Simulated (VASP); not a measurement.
Set up this calculation in VASP 6.6.1, as the native input.

* Task: single point
* Functional: r2SCAN
* Potentials or basis: VASP PAW PBE potentials, release 64 (W_sv, Se)
* Cutoff: 520 eV
* k mesh: 18 × 18 × 18
* Occupations: gaussian, width 0.1 eV
* Spin: no spin polarisation
* Dipole correction: no
* Further INCAR settings: ALGO = Normal; EDIFF = 1e-07; NBANDS = 17

WSe:

```
W Se
1.0
     3.13146    0.00000    0.00000
     0.00000    3.13146    0.00000
     0.00000    0.00000    3.13146
W Se
1 1
Direct
  0.00000 0.00000 0.00000
  0.50000 0.50000 0.50000
```

The input as run:

POSCAR

```
WSe
1.0
    3.1314590816      0.0000000000      0.0000000000
    0.0000000000      3.1314590816      0.0000000000
    0.0000000000      0.0000000000      3.1314590816
W Se
1 1
Direct
    0.0000000000      0.0000000000      0.0000000000
    0.5000000000      0.5000000000      0.5000000000
```

INCAR.step1

```
  PREC = Accurate
  ENCUT = 520
  ISMEAR = 0
  SIGMA = 0.1
  LREAL = F
  LASPH = T
  NELM = 80
  NBANDS = 17
  GGA = PE
  ALGO = Normal
  EDIFF = 1E-4
  LWAVE = T
  LCHARG = F
```

INCAR.step2

```
  PREC = Accurate
  ENCUT = 520
  EDIFF = 1E-7
  ISMEAR = 0
  SIGMA = 0.1
  LREAL = F
  LASPH = T
  NELM = 80
  ALGO = Normal
  ISIF = 2
  LWAVE = F
  LCHARG = F
  METAGGA = R2SCAN
  LMIXTAU = T
  NBANDS = 17
  ISTART = 1
```

KPOINTS

```
Automatic mesh
0
Gamma
  18 18 18
```

Potentials or basis: VASP PAW PBE potentials, release 64 (W_sv, Se).

The run is started by

```sh
$ cat potpaw_PBE.64/W_sv/POTCAR potpaw_PBE.64/Se/POTCAR > POTCAR
$ cp INCAR.step1 INCAR
$ mpirun -np 1 vasp_std > vasp.out
$ cp INCAR.step2 INCAR
$ mpirun -np 1 vasp_std > vasp.out
```

Results of the run:

```
Pressure               : 0.6 GPa
Band gap on the k mesh : zero (band 10 reaches 13.29 eV, above the bottom of band 11 at 10.10 eV)
```

Caveat: the PAW data sets were made with another functional, which shifts forces and pressure a little; spin-orbit coupling is left out, which moves the levels of the heavy elements.

It took 92 s on 1 thread of Intel(R) Xeon(R) 6975P-C (Granite Rapids), with other jobs on the host, peak memory 0.23 GiB.
